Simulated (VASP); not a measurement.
The system is Al2BH.

```
CELL_PARAMETERS angstrom
4.23498 0.00000 0.00000
-2.11749 3.66760 0.00000
0.00000 0.00000 3.13007
ATOMIC_POSITIONS crystal
Al 0.33333 0.66667 0.59679
Al 0.66667 0.33333 0.40321
B 0.00000 0.00000 0.00000
H 0.00000 0.00000 0.50000
```

The cell was built from a structure type or drawn by symmetry, and may not be a known phase.

```yaml
Program: VASP 6.6.1
Task: relaxation of cell and atoms
Functional: PBE
Potentials_or_basis: VASP PAW PBE potentials, release 64 (Al, B, H)
Cutoff: 600 eV
k_mesh: 6 × 6 × 6
Occupations: gaussian, width 0.1 eV
Spin: no spin polarisation
```

At the start: pressure -2.2 GPa; volume 12.15 Å³/atom.

How do energy, volume and symmetry change on relaxing?

Over 19 steps the energy falls by 395.7 meV/atom and the volume is 10.62 Å³/atom (-12.6 %); space group P-3m1 (No. 164, to 0.1 Å) before and after.

The path:
```csv
step,energy change (eV),largest force (eV/Å),pressure (GPa),volume (Å³)
1,0.0000,1.3388,-2.25,48.62
2,-0.2274,1.3792,-1.81,47.39
3,-0.4129,1.4491,-0.54,45.33
4,-0.1035,0.9412,15.88,40.81
5,-0.4234,1.4415,1.44,44.29
6,-0.4249,1.3232,6.18,42.59
7,-0.5660,1.1165,5.31,42.76
8,-0.7678,0.3285,5.14,43.28
9,-1.0631,0.2151,-0.48,44.55
10,-1.2300,0.0026,-4.78,46.11
11,-1.2193,0.6382,-7.76,48.89
12,-1.2750,0.2202,-6.56,47.19
13,-1.4069,0.5252,-2.56,44.86
14,-1.4371,0.7545,0.87,43.40
15,-1.4868,0.7027,1.01,43.12
16,-1.5511,0.4092,1.34,42.39
17,-1.5818,0.0104,-0.97,42.97
18,-1.5820,0.0196,-0.82,42.93
19,-1.5830,0.0079,0.15,42.50
```

Final structure:
```
Al B H
1.0
     4.02774    0.00000    0.00000
    -2.01387    3.48813    0.00000
     0.00000    0.00000    3.02493
Al B H
2 1 1
Direct
  0.33333 0.66667 0.78951
  0.66667 0.33333 0.21049
  0.00000 0.00000 0.00000
  0.00000 0.00000 0.50000
```
